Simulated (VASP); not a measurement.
Runs of VASP 6.6.1 on Rh. The structure is that of space group Fm-3m (No. 225), or close to it. The cells are those of the table. 

| cell | gap on the mesh (eV) | pressure (GPa) |
| --- | --- | --- |
| a = 2.666 Å, angles 60.0°, 1 atom | none | 13.9 |
| a = 2.629 Å, angles 60.0°, 1 atom | none | (b) |
| a = 2.737 Å, angles 60.0°, 1 atom | none | -7.4 |
| a = 2.702 Å, angles 60.0°, 1 atom | none | 2.0 |
| a = 2.719 Å, angles 60.0°, 1 atom | none | (a) |

Alike in all rows: task single point; level PBE; potentials or basis VASP PAW PBE potentials, release 64 (Rh_pv); no spin polarisation; k mesh 13 × 13 × 13; cutoff (eV) 520; smearing methfessel-paxton 0.1 eV.

Task: Fill in the values left out.

Result: (a) -3.0; (b) 28.9.

A k mesh can miss the band edges, and the runs leave out spin-orbit coupling on Rh.

A gap of «none» marks levels without a gap at the run's occupations.
